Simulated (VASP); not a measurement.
A run of VASP 6.6.1 is set up as follows.

The input INCAR:

```
SYSTEM = SnCl
ALGO = Normal ; EDIFF = 1E-6
ENCUT = 520 ; GGA = PE
ISIF = 2 ; ISMEAR = 1
LASPH = .True. ; LCHARG = .False.
LREAL = .False. ; LWAVE = .False.
NBANDS = 29 ; NELM = 100
PREC = Accurate ; SIGMA = 0.05
```

File KPOINTS:

```
k-points
0
Gamma
  14 14 5
  0 0 0
```

The input POSCAR:

```
SnCl
1.0
    3.4975457026      0.0000000000      0.0000000000
   -1.7487728513      3.0289634293      0.0000000000
    0.0000000000      0.0000000000     10.0622090000
Sn Cl
2 2
Direct
    0.6666666667      0.3333333333      0.8205100000
    0.3333333333      0.6666666667      0.3205100000
    0.6666666667      0.3333333333      0.5544910000
    0.3333333333      0.6666666667      0.0544910000
```

Potentials or basis: VASP PAW PBE potentials, release 64 (Sn_d, Cl).

Run with:

```sh
$ cat potpaw_PBE.64/Sn_d/POTCAR potpaw_PBE.64/Cl/POTCAR > POTCAR
$ mpirun -np 1 vasp_std > vasp.out
```

Task: Predict the pressure.

Result: -0.3 GPa.

Task: Predict the band gap on the k mesh.

Result: Zero (band 21 reaches 7.37 eV, above the bottom of band 22 at 3.75 eV).

Task: Predict the largest force.

Result: 0.098 eV/Å.

Forces on the atoms (eV/Å):
```
Sn   0.000  0.000 -0.098
Sn   0.000  0.000 -0.098
Cl   0.000  0.000  0.098
Cl   0.000  0.000  0.098
```

Caveat: spin-orbit coupling is left out, which moves the levels of the heavy elements.
